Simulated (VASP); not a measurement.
Set up this calculation in VASP 6.6.1, as the native input.

| Item | Value |
| --- | --- |
| Task | single point |
| Functional | r2SCAN |
| Potentials or basis | VASP PAW PBE potentials, release 64 (Al, N) |
| Cutoff | 520 eV |
| k mesh | 8 × 8 × 6 |
| Occupations | gaussian, width 0.05 eV |
| Spin | no spin polarisation |
| Dipole correction | no |
| Further INCAR settings | ALGO = Normal; EDIFF = 1e-06; NBANDS = 16 |

Crystal: AlN.

```
Al N
1.0
     3.10678    0.00000    0.00000
    -1.55339    2.69055    0.00000
     0.00000    0.00000    4.97805
Al N
2 2
Direct
  0.33333 0.66667 0.00161
  0.66667 0.33333 0.50161
  0.33333 0.66667 0.38339
  0.66667 0.33333 0.88339
```

One way to write it, as run:

POSCAR

```
AlN
1.0
    3.1067847149      0.0000000000      0.0000000000
   -1.5533923575      2.6905544872      0.0000000000
    0.0000000000      0.0000000000      4.9780453772
Al N
2 2
Direct
    0.3333333333      0.6666666667      0.0016092452
    0.6666666667      0.3333333333      0.5016092452
    0.3333333333      0.6666666667      0.3833907548
    0.6666666667      0.3333333333      0.8833907548
```

INCAR.step1

```
  PREC = Accurate
  ENCUT = 520
  ISMEAR = 0
  SIGMA = 0.05
  LREAL = F
  LASPH = T
  NELM = 100
  NBANDS = 16
  GGA = PE
  ALGO = Normal
  EDIFF = 1E-4
  LWAVE = T
  LCHARG = F
```

INCAR.step2

```
  PREC = Accurate
  ENCUT = 520
  EDIFF = 1E-6
  ISMEAR = 0
  SIGMA = 0.05
  LREAL = F
  LASPH = T
  NELM = 100
  ALGO = Normal
  ISIF = 2
  LWAVE = F
  LCHARG = F
  METAGGA = R2SCAN
  LMIXTAU = T
  NBANDS = 16
  ISTART = 1
```

KPOINTS

```
Automatic mesh
0
Gamma
  8 8 6
```

Potentials or basis: VASP PAW PBE potentials, release 64 (Al, N).

Command:

```bash
$ cat potpaw_PBE.64/Al/POTCAR potpaw_PBE.64/N/POTCAR > POTCAR
$ cp INCAR.step1 INCAR
$ mpirun -np 1 vasp_std > vasp.out
$ cp INCAR.step2 INCAR
$ mpirun -np 1 vasp_std > vasp.out
```

Results of the run:

```yaml
Pressure: -0.4 GPa
Largest_force: 0.010 eV/Å
Band_gap_on_the_k_mesh: 4.92 eV, direct
```

Caveat: the PAW data sets were made with another functional, which shifts forces and pressure a little.

Wall time 81 s on 1 thread of AMD EPYC 7R43 64-Core Processor (Zen 3), with other jobs on the host, peak memory 0.14 GiB.
